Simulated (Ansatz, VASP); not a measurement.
**Cr in VASP and in Ansatz**

```
CELL_PARAMETERS angstrom
2.60717 0.00000 0.00000
-1.30359 2.25788 0.00000
0.00000 0.00000 8.24279
ATOMIC_POSITIONS crystal
Cr 0.33333 0.66667 0.37785
Cr 0.66667 0.33333 0.87785
Cr 0.66667 0.33333 0.62215
Cr 0.33333 0.66667 0.12215
```

Alike in both runs: functional PBE; k mesh 6 × 6 × 4; occupations gaussian, width 0.1 eV; no spin polarisation.

Ansatz relaxed the structure, and its values are those at the end. VASP's run is a single point on that final structure, the one shown.

```csv
,VASP,Ansatz
version,VASP 6.6.1,Ansatz 0.2.0
potentials or method,"VASP PAW PBE potentials, release 64 (Cr_sv), cutoff 700 eV","scalar-relativistic, plane waves, PAW"
valence electrons in the cell,56,56
```

```tsv
	VASP	Ansatz	Ansatz less VASP
gap on the k mesh at the Fermi level (eV)	none	none	-
pressure (GPa)	-0.8	0.0	+0.80
rms of the force components (eV/Å)	0.040	0.017	-0.0223
```

A gap of «none» marks a metal or a gap that the smearing closes.

The k mesh is coarse, so the values compare programs but aren't converged.
